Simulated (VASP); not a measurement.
Input of a VASP 6.6.1 run:

Contents of INCAR:

```
SYSTEM = Au
ALGO = Normal
EDIFF = 1E-7
ENCUT = 520
GGA = RE
ISIF = 2
ISMEAR = -1
LASPH = .True.
LCHARG = .False.
LREAL = .False.
LWAVE = .False.
NBANDS = 12
NELM = 60
PREC = Accurate
SIGMA = 0.1
```

The input KPOINTS:

```
k-points
0
Gamma
  13 13 13
  0 0 0
```

File POSCAR:

```
Au
1.0
    2.6939935335      0.0000000000      0.0000000000
    0.0000000000      2.6939935335      0.0000000000
    0.0000000000      0.0000000000      2.6939935335
Au
1
Direct
    0.0000000000      0.0000000000      0.0000000000
```

Potentials or basis: VASP PAW PBE potentials, release 64 (Au).

The run is started by

```bash
$ cat potpaw_PBE.64/Au/POTCAR > POTCAR
$ mpirun -np 1 vasp_std > vasp.out
```

(1) Predict the pressure.

Answers

(1) 9.7 GPa.

Caveat: the PAW data sets were made with another functional, which shifts forces and pressure a little.
